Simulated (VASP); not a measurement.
# Ta (P6_3/mmc) in VASP: further runs, part 2 of 2

VASP 6.6.1. Earlier steps stand in the parts before.

## (5) Relaxation of cell and atoms, PBEsol+D3(BJ)

This run uses another cell than the first one, of 18.82 Å³/atom.

Contents of INCAR:

```
SYSTEM = Ta
PREC     = Accurate       ! precision mode
ENCUT    = 500            ! plane-wave cutoff, eV
EDIFF    = 1E-7           ! SCF threshold, eV
ISMEAR   = -1             ! smearing method
SIGMA    = 0.1            ! smearing width, eV
LREAL    = .False.        ! projectors in reciprocal space
LASPH    = .True.         ! aspherical terms in the spheres
NELM     = 120            ! most SCF steps
ALGO     = Normal         ! electronic algorithm
ISIF     = 3              ! what is computed and relaxed
LWAVE    = .False.        ! write WAVECAR
LCHARG   = .False.        ! write CHGCAR
GGA      = PS             ! functional
IVDW     = 12             ! dispersion correction
IBRION   = 2              ! ionic algorithm
NSW      = 80             ! ionic steps
EDIFFG   = -0.02          ! ionic threshold
GGA_COMPAT= .False.      
NELMIN   = 4
```

Contents of KPOINTS:

```
regular mesh
0
Gamma
  13 13 7
  0 0 0
```

Contents of POSCAR:

```
Ta
1.0
    2.9003720000      0.0000000000      0.0000000000
   -1.4501860000      2.5117958324      0.0000000000
    0.0000000000      0.0000000000      5.1662740000
Ta
2
Direct
    0.6666666667      0.3333333333      0.7500000000
    0.3333333333      0.6666666667      0.2500000000
```

Potentials or basis: VASP PAW PBE potentials, release 64 (Ta_pv).

On the command line:

```console
$ cat potpaw_PBE.64/Ta_pv/POTCAR > POTCAR
$ mpirun -np 1 vasp_std > vasp.out
```

OUTCAR:

```text
SYSTEM = Ta
   PREC = Accurate
   ENCUT = 500
   EDIFF = 1E-7
   ISMEAR = -1
   LREAL = .False.
   LASPH = .True.
   NELM = 120
   ISIF = 3
   GGA = PS
   IVDW = 12
   IBRION = 2
   NSW = 80
   EDIFFG = -0.02
   NELMIN = 4
 IVDW          = 12

 ion  position               nearest neighbor table
   1  0.667  0.333  0.750-   2 3.08   2 3.08   2 3.08   2 3.08   2 3.08   2 3.08
   2  0.333  0.667  0.250-   1 3.08   1 3.08   1 3.08   1 3.08   1 3.08   1 3.08

  LATTYP: Found a hexagonal cell.
 ALAT       =     2.9003720000
 C/A-ratio  =     1.7812453023

  Lattice vectors:

 A1 = (   2.9003720000,   0.0000000000,   0.0000000000)
 A2 = (  -1.4501860000,   2.5117958324,   0.0000000000)
 A3 = (   0.0000000000,   0.0000000000,   5.1662740000)

Analysis of symmetry for initial positions (statically):
=====================================================================
 Subroutine PRICEL returns:
 Original cell was already a primitive cell.
[... 500 lines left out ...]

  energy without entropy =      -24.44794363  energy(sigma->0) =      -24.48752049

 E-fermi :   5.9517     XC(G=0): -12.8455

 val. band max:        5.9505827799   @ k =   0.1538  -0.0000   0.1429
 cond. band min:       5.9557324630   @ k =   0.3077   0.0769   0.2857
 fundamental gap:      0.0051496831
 Fermi energy:         5.9517073589

 k-point     1 :       0.0000    0.0000    0.0000
  band No.  band energies     occupation
      1     -28.5458      2.00000
      2     -27.4977      2.00000
      3     -27.3906      2.00000
      4     -27.3906      2.00000
      5     -27.2848      2.00000
      6     -27.2848      2.00000
      7      -2.4955      2.00000
      8       0.8260      2.00000
      9       5.3524      1.99502
     10       6.1086      0.34474
     11       6.5322      0.00601
     12       6.5322      0.00601
     13       7.1665      0.00001
     14       7.1665      0.00001
[... 401 lines left out ...]
      2     -27.6696      2.00000
      3     -27.6245      2.00000
      4     -27.5102      2.00000
      5     -27.4607      2.00000
      6     -27.3431      2.00000
      7      -1.3829      2.00000
      8       1.7186      2.00000
      9       4.7083      1.99999
     10       5.1803      1.99911
     11       5.9506      1.00562
     12       6.5869      0.00348
     13       7.3713      0.00000
     14       7.9282      0.00000
     15       8.3060      0.00000

 [... further k-points ...]

------------------------ aborting loop because EDIFF is reached ----------------------------------------

 Edisp (eV)   -1.49295

 E8    (eV) :    -1.1096
[... 25 lines left out ...]
  FREE ENERGIE OF THE ION-ELECTRON SYSTEM (eV)
  ---------------------------------------------------
  free  energy   TOTEN  =       -26.0200478354 eV

  energy  without entropy=      -25.9408941094  energy(sigma->0) =      -25.98047097

 reached required accuracy - stopping structural energy minimisation
```

OSZICAR:

```text
N       E                     dE             d eps       ncg     rms          rms(c)
DAV:   1     0.155153460074E+03    0.15515E+03   -0.12867E+04  2520   0.147E+03
DAV:   2    -0.222045525259E+02   -0.17736E+03   -0.17585E+03  3150   0.384E+02
DAV:   3    -0.255392341059E+02   -0.33347E+01   -0.32493E+01  3409   0.499E+01
[... 77 lines left out ...]
DAV:   2    -0.245271598491E+02    0.26159E-03   -0.40993E-04  2555   0.209E-01    0.619E-02
DAV:   3    -0.245270945548E+02    0.65294E-04   -0.22913E-04  2807   0.155E-01    0.220E-02
DAV:   4    -0.245270994689E+02   -0.49141E-05   -0.91459E-06  2583   0.271E-02    0.179E-02
DAV:   5    -0.245270973005E+02    0.21684E-05   -0.76929E-06  2765   0.288E-02    0.407E-03
DAV:   6    -0.245270973566E+02   -0.56025E-07   -0.10668E-07  2181   0.340E-03
   9 F= -.26020048E+02 E0= -.25980471E+02  d E =-.171903E-04
```

CONTCAR:

```text
Ta
   1.00000000000000
     2.8396062812764269    0.0000000000000000   -0.0000000000000000
    -1.4198031406382134    2.4591711763077502    0.0000000000000000
     0.0000000000000000   -0.0000000000000000    5.0315788058940445
  Ta
     2
Direct
     0.6666666667000030    0.3333333332999970    0.7500000000000000
     0.3333333332999970    0.6666666667000030    0.2500000000000000

  0.00000000E+00  0.00000000E+00  0.00000000E+00
  0.00000000E+00  0.00000000E+00  0.00000000E+00
```

It took 1.8 min on 1 thread of Intel Xeon Platinum 8488C (Sapphire Rapids), shared host; peak memory 0.2 GiB.

What came out:

```
Free energy                           : -26.0200 eV
Relaxed volume                        : 17.57 Å³/atom
Relaxed cell                          : a = 2.840 Å, b = 2.840 Å, c = 5.032 Å, α = 90.00°, β = 90.00°, γ = 120.00°
Space group after relaxing (to 0.1 Å) : P6_3/mmc (No. 194)
Energy gained by relaxing             : 52.8 meV/atom
Ionic steps                           : 9
Pressure after relaxing               : 0.0 GPa
Band gap on the k mesh                : zero (bands 11 and 12 overlap by 1.84 eV)
Dispersion energy per atom            : -0.746 eV
```

The path:
| step | energy change (eV) | largest force (eV/Å) | pressure (GPa) | volume (Å³) |
| --- | --- | --- | --- | --- |
| 1 | 0.0000 | 0.0000 | -12.79 | 37.64 |
| 2 | 0.5230 | 0.0000 | 44.67 | 30.03 |
| 3 | -0.1049 | 0.0000 | -0.82 | 35.28 |
| 4 | -0.1053 | 0.0000 | -0.12 | 35.16 |
| 5 | -0.1053 | 0.0000 | 0.18 | 35.11 |
| 6 | -0.1056 | 0.0000 | 0.19 | 35.10 |
| 7 | -0.1056 | 0.0000 | 0.19 | 35.11 |
| 8 | -0.1056 | 0.0000 | -0.36 | 35.19 |
| 9 | -0.1057 | 0.0000 | 0.01 | 35.14 |

Final structure:
```
Ta
1.0
     2.83961    0.00000    0.00000
    -1.41980    2.45917    0.00000
     0.00000    0.00000    5.03158
Ta
2
Direct
  0.66667 0.33333 0.75000
  0.33333 0.66667 0.25000
```

Levels at points of the mesh, in eV from the Fermi level:
| k point | band 7 | band 8 | band 9 | band 10 | band 11 | band 12 | band 13 | band 14 | band 15 |
| --- | --- | --- | --- | --- | --- | --- | --- | --- | --- |
| (0.00, 0.00, 0.00) | -8.45 | -5.13 | -0.60 | 0.16 | 0.58 | 0.58 | 1.21 | 1.21 | 3.13 |

Caveat: the PAW data sets were made with another functional, which shifts forces and pressure a little; spin-orbit coupling is left out, which moves the levels of the heavy elements.

## (6) Overview

| task | level | cell | gap on the mesh (eV) | pressure (GPa) |
| --- | --- | --- | --- | --- |
| single point | PBEsol+D3(BJ) | a = 2.839, b = 2.839, c = 5.030 Å, angles 90.0, 90.0, 120.0°, 2 atoms | none | 0.2 |
| single point | BLYP+D3(BJ) | a = 2.855, b = 2.855, c = 5.084 Å, angles 90.0, 90.0, 120.0°, 2 atoms | none | 1.1 |
| single point | PBEsol | a = 2.868, b = 2.868, c = 5.091 Å, angles 90.0, 90.0, 120.0°, 2 atoms | none | 0.1 |
| relaxation of cell and atoms | PBEsol+D3(BJ) | relaxed from a = 2.900, b = 2.900, c = 5.166 Å, angles 90.0, 90.0, 120.0°, 2 atoms | none | 0.0 |

Alike in all rows: potentials or basis VASP PAW PBE potentials, release 64 (Ta_pv); no spin polarisation; k mesh 13 × 13 × 7; cutoff (eV) 500; smearing fermi-dirac 0.1 eV.

Caveats: the PAW data sets were made with another functional, which shifts forces and pressure a little; spin-orbit coupling is left out, which moves the levels of the heavy elements.

Absolute energies hang on the potentials; compare differences alone.
